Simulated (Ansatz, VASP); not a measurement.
**One calculation of Co, two programs**

```
CELL_PARAMETERS angstrom
0.00000 2.20664 2.20664
2.20664 0.00000 2.20664
2.20664 2.20664 0.00000
ATOMIC_POSITIONS crystal
Co 0.00000 0.00000 0.00000
Co 0.50000 0.50000 0.50000
```

Alike in both runs: task single point; functional RPBE; k mesh 13 × 13 × 13; occupations fermi-dirac, width 0.05 eV; collinear spin.

|  | VASP | Ansatz |
| --- | --- | --- |
| version | VASP 6.6.1 | Ansatz 0.2.0 |
| potentials or method | VASP PAW PBE potentials, release 64 (Co), cutoff 520 eV | plane waves (420 eV) with PAW, scalar-relativistic |
| valence electrons in the cell | 18 | 34 |

|  | VASP | Ansatz | Ansatz less VASP |
| --- | --- | --- | --- |
| net moment per atom (μB) | 1.52 | 1.53 | +0.007 |
| size of the moment on the site where the two differ most (μB) | 1.52 | 1.53 | +0.012 |

VASP's potentials were made for PBE, not for RPBE. Site moments also hang on the region over which each program counts them. VASP's potentials hold 18 valence electrons a cell and Ansatz's 34, so a difference there can come from the potentials and not from the codes.
